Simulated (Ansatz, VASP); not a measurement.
Sn3GeO8: VASP beside Ansatz

```xyz
12
Lattice="-0.0060 4.6877 -3.1320 0.0060 -4.6877 -3.1320 -4.6877 0.0060 3.1320" Properties=species:S:1:pos:R:3 pbc="T T T"
Ge    0.0000    0.0000   -3.1320
Sn    0.0000    0.0000    0.0000
Sn   -2.3408   -2.3408   -1.5624
Sn   -2.3469    2.3469   -1.5696
O    -3.2960    1.3978    0.0000
O    -3.2622   -3.2622    0.0000
O    -3.8086   -0.8731   -1.4591
O    -3.8086   -0.8731    1.4591
O    -1.3917   -1.3917   -3.1320
O    -1.4195   -1.4195    0.0000
O    -0.8791    0.8791   -4.5911
O    -0.8791    0.8791   -1.6729
```

Alike in both runs: task relaxation of cell and atoms; functional PBEsol; k mesh 6 × 6 × 6; occupations gaussian, width 0.02 eV; no spin polarisation.

|  | VASP | Ansatz |
| --- | --- | --- |
| version | VASP 6.6.1 | Ansatz 0.2.0 |
| potentials or method | VASP PAW PBE potentials, release 64 (Ge_d, Sn_d, O), cutoff 600 eV | scalar-relativistic, plane waves, PAW |
| valence electrons in the cell | 104 | 104 |

|  | VASP | Ansatz | Ansatz less VASP |
| --- | --- | --- | --- |
| gap on the k mesh at the Fermi level, each at its own relaxed structure (eV) | 0.90 | 0.92 | +0.027 |
| relaxed volume (Å³/atom) | 11.50 | 11.48 | -0.019 |
| relaxed length of the cell vector where the two differ most in proportion (Å) | 5.643 | 5.640 | -0.0030 |

VASP's potentials were made for PBE, not for PBEsol.
